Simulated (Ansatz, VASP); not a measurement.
# ScAl2Sb2As in VASP and in Ansatz

```
CELL_PARAMETERS angstrom
5.45195 0.00000 0.00000
0.00000 5.45195 0.00000
0.00000 0.00000 5.64196
ATOMIC_POSITIONS crystal
Sc 0.00000 0.00000 0.50000
Al 0.00000 0.50000 0.50000
Al 0.50000 0.00000 0.50000
Sb 0.50000 0.50000 0.75303
Sb 0.50000 0.50000 0.24697
As 0.00000 0.00000 0.00000
```

Change from the starting cell: species swapped into the Ba2CuSeO2 type (P4/mmm, No. 123).

Alike in both runs: functional PBE; k mesh 8 × 8 × 8; occupations gaussian, width 0.1 eV; no spin polarisation.

Ansatz relaxed the structure, and its values are those at the end. VASP's run is a single point on that final structure, the one shown.

|  | VASP | Ansatz |
| --- | --- | --- |
| version | VASP 6.6.1 | Ansatz 0.2.0 |
| potentials or method | VASP PAW PBE potentials, release 64 (Sc_sv, Al, Sb, As), cutoff 520 eV | scalar-relativistic, plane waves, PAW |
| valence electrons in the cell | 32 | 62 |

|  | VASP | Ansatz | Ansatz less VASP |
| --- | --- | --- | --- |
| gap on the k mesh at the Fermi level (eV) | none | none | - |
| pressure (GPa) | 0.0 | 0.0 | -0.04 |

A gap of «none» marks a metal or a gap that the smearing closes. VASP's potentials hold 32 valence electrons a cell and Ansatz's 62, so a difference there can come from the potentials and not from the codes.

Neither program's run includes spin-orbit coupling.
